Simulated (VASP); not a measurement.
TaSi2:

```
Ta Si
1.0
     4.78000    0.00000    0.00000
    -2.39000    4.13960    0.00000
     0.00000    0.00000    6.56400
Ta Si
3 6
Direct
  0.50000 0.00000 0.50000
  0.50000 0.50000 0.83333
  0.00000 0.50000 0.16667
  0.16665 0.33330 0.50000
  0.83335 0.16665 0.83333
  0.66670 0.83335 0.16667
  0.83335 0.66670 0.50000
  0.16665 0.83335 0.83333
  0.33330 0.16665 0.16667
```

- Program: VASP 6.6.1
- Task: relaxation of cell and atoms
- Functional: PBEsol
- Potentials or basis: VASP PAW PBE potentials, release 64 (Ta_pv, Si)
- Cutoff: 600 eV
- k mesh: 8 × 8 × 5
- Occupations: fermi-dirac, width 0.1 eV
- Spin: no spin polarisation

At the start: pressure -0.9 GPa; volume 14.43 Å³/atom.

How do energy, volume and symmetry change on relaxing?

Over 7 steps the energy falls by 15.9 meV/atom and the volume is 14.32 Å³/atom (-0.7 %); space group P6_222 (No. 180, to 0.1 Å) before and after.

The path:
```
step  energy change (eV)  largest force (eV/Å)  pressure (GPa)  volume (Å³)
   1              0.0000                0.7457           -0.87       129.88
   2             -0.1175                0.3037            0.72       128.41
   3             -0.1262                0.1264            1.41       127.90
   4             -0.1368                0.0764           -1.54       129.97
   5             -0.1419                0.0038           -0.50       129.21
   6             -0.1415                0.0059            0.61       128.58
   7             -0.1431                0.0048            0.01       128.92
```

Final structure:
```cif
data_structure
_symmetry_space_group_name_H-M 'P 1'
_symmetry_Int_Tables_number 1
_cell_length_a 4.7636
_cell_length_b 4.7636
_cell_length_c 6.5602
_cell_angle_alpha 90.000
_cell_angle_beta 90.000
_cell_angle_gamma 120.000
_cell_volume 128.92
loop_
_atom_site_label
_atom_site_type_symbol
_atom_site_fract_x
_atom_site_fract_y
_atom_site_fract_z
_atom_site_occupancy
Ta1 Ta 0.50000 0.00000 0.50000 1
Ta2 Ta 0.50000 0.50000 0.83333 1
Ta3 Ta 0.00000 0.50000 0.16667 1
Si1 Si 0.15939 0.31878 0.50000 1
Si2 Si 0.84061 0.15939 0.83333 1
Si3 Si 0.68122 0.84061 0.16667 1
Si4 Si 0.84061 0.68122 0.50000 1
Si5 Si 0.15939 0.84061 0.83333 1
Si6 Si 0.31878 0.15939 0.16667 1
```

Caveat: the PAW data sets were made with another functional, which shifts forces and pressure a little.
